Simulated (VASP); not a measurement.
Here is a VASP 6.6.1 calculation.

POSCAR

```
Ba2LiB6Os
1.0
    0.0000000000      3.9807320000      3.9807320000
    3.9807320000      0.0000000000      3.9807320000
    3.9807320000      3.9807320000      0.0000000000
Li Ba Os B
1 2 1 6
Direct
    0.5000000000      0.5000000000      0.5000000000
    0.2500000000      0.2500000000      0.2500000000
    0.7500000000      0.7500000000      0.7500000000
    0.0000000000      0.0000000000      0.0000000000
    0.7670000000      0.2330000000      0.2330000000
    0.2330000000      0.7670000000      0.2330000000
    0.2330000000      0.7670000000      0.7670000000
    0.7670000000      0.2330000000      0.7670000000
    0.2330000000      0.2330000000      0.7670000000
    0.7670000000      0.7670000000      0.2330000000
```

INCAR.step1

```
SYSTEM = Ba2LiB6Os
PREC = Accurate
ENCUT = 520
ISMEAR = 0
SIGMA = 0.1688
LREAL = .FALSE.
LASPH = .TRUE.
NELM = 80
NBANDS = 36
NELECT = 48.0
ISYM = 0
GGA = PE
ALGO = Normal
EDIFF = 1E-4
LWAVE = .TRUE.
LCHARG = .FALSE.
```

File INCAR.step2:

```
SYSTEM = Ba2LiB6Os
PREC = Accurate
ENCUT = 520
EDIFF = 1E-6
ISMEAR = 0
SIGMA = 0.1688
LREAL = .FALSE.
LASPH = .TRUE.
NELM = 80
ALGO = Normal
ISIF = 2
LWAVE = .FALSE.
LCHARG = .FALSE.
METAGGA = R2SCAN
LMIXTAU = .TRUE.
NBANDS = 36
NELECT = 48.0
ISYM = 0
ISTART = 1
```

Contents of KPOINTS:

```
Automatic mesh
0
Gamma
  4 4 4
  0.5 0.5 0.5
```

Potentials or basis: VASP PAW PBE potentials, release 64 (Li_sv, Ba_sv, Os, B).

Command:

```sh
$ cat potpaw_PBE.64/Li_sv/POTCAR potpaw_PBE.64/Ba_sv/POTCAR potpaw_PBE.64/Os/POTCAR potpaw_PBE.64/B/POTCAR > POTCAR
$ cp INCAR.step1 INCAR
$ mpirun -np 1 vasp_std > vasp.out
$ cp INCAR.step2 INCAR
$ mpirun -np 1 vasp_std > vasp.out
```

(1) Estimate the largest force.

## Answers

(1) 5.406 eV/Å.

Caveat: the cell carries a net charge on a neutralising background, which shifts energy and pressure; the PAW data sets were made with another functional, which shifts forces and pressure a little.
